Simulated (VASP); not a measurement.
Here is a VASP 6.6.1 calculation.

File INCAR:

```
ALGO = Normal
EDIFF = 1E-6
EDIFFG = -0.04
ENCUT = 600
GGA = PE
IBRION = 2
ISIF = 3
ISMEAR = 0
LASPH = T
LCHARG = F
LREAL = F
LWAVE = F
NELM = 60
NSW = 90
PREC = Accurate
SIGMA = 0.1
```

Contents of KPOINTS:

```
k-points
0
Gamma
  6 6 4
```

File POSCAR:

```
Hg2S3
1.0
    4.3480848775      0.0000000000      0.0000000000
   -2.1740424388      3.7655519618      0.0000000000
    0.0000000000      0.0000000000      6.7649137816
Hg S
2 3
Direct
    0.3333333333      0.6666666667      0.2450000000
    0.6666666667      0.3333333333      0.7550000000
    0.0000000000      0.0000000000      0.0000000000
    0.3333333333      0.6666666667      0.6450000000
    0.6666666667      0.3333333333      0.3550000000
```

Potentials or basis: VASP PAW PBE potentials, release 64 (Hg, S).

Run with:

```console
$ cat potpaw_PBE.64/Hg/POTCAR potpaw_PBE.64/S/POTCAR > POTCAR
$ mpirun -np 1 vasp_std > vasp.out
```

Q: Estimate the space group after relaxing (to 0.1 Å).

A: P-3m1 (No. 164).

Q: Predict the relaxed cell.

A: a = 3.891 Å, b = 3.891 Å, c = 8.355 Å, α = 90.00°, β = 90.00°, γ = 120.00°.

Q: Estimate the relaxed volume.

A: 21.91 Å³/atom.

Forces in eV/Å, atoms in the order of the input:
```
Hg   0.000  0.000 -0.001
Hg   0.000  0.000  0.001
S    0.000  0.000  0.000
S    0.000  0.000  0.035
S    0.000  0.000 -0.035
```

Caveat: a cell axis changed by over 15 % at a fixed basis, so the end point is rough.
